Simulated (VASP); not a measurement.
Here is a VASP 6.6.1 calculation.

Contents of POSCAR:

```
PbO
1.0
    3.9804038208      0.0000000000      0.0000000000
    0.0000000000      3.9804038208      0.0000000000
    0.0000000000      0.0000000000      5.0009105968
Pb O
2 2
Direct
    0.0000000000      0.5000000000      0.2366326960
    0.5000000000      0.0000000000      0.7633673040
    0.0000000000      0.0000000000      0.0000000000
    0.5000000000      0.5000000000      0.0000000000
```

The input INCAR.step1:

```
PREC = Accurate
ENCUT = 520
ISMEAR = 0
SIGMA = 0.01
LREAL = F
LASPH = T
NELM = 80
NBANDS = 28
GGA = PE
ALGO = Normal
EDIFF = 1E-4
LWAVE = T
LCHARG = F
```

The input INCAR.step2:

```
PREC = Accurate
ENCUT = 520
EDIFF = 1E-7
ISMEAR = 0
SIGMA = 0.01
LREAL = F
LASPH = T
NELM = 80
ALGO = Normal
ISIF = 2
LWAVE = F
LCHARG = F
METAGGA = R2SCAN
LMIXTAU = T
NBANDS = 28
ISTART = 1
```

File KPOINTS:

```
regular mesh
0
Gamma
  6 6 6
```

Potentials or basis: VASP PAW PBE potentials, release 64 (Pb_d, O).

The run is started by

```sh
$ cat potpaw_PBE.64/Pb_d/POTCAR potpaw_PBE.64/O/POTCAR > POTCAR
$ cp INCAR.step1 INCAR
$ mpirun -np 1 vasp_std > vasp.out
$ cp INCAR.step2 INCAR
$ mpirun -np 1 vasp_std > vasp.out
```

**Question.** Predict the pressure.

**Answer.** 1.7 GPa.

**Question.** What does it give for the band gap on the k mesh?

**Answer.** 1.54 eV, indirect (least direct gap 2.69 eV).

**Question.** Estimate the largest force.

**Answer.** 0.095 eV/Å.

Forces in eV/Å, atoms in the order of the input:
```
Pb   0.000  0.000  0.095
Pb   0.000  0.000 -0.095
O    0.000  0.000  0.000
O    0.000  0.000  0.000
```

Caveat: the PAW data sets were made with another functional, which shifts forces and pressure a little; spin-orbit coupling is left out, which moves the levels of the heavy elements. r2SCAN opens gaps a little over a GGA but as a rule still falls short of measured ones.
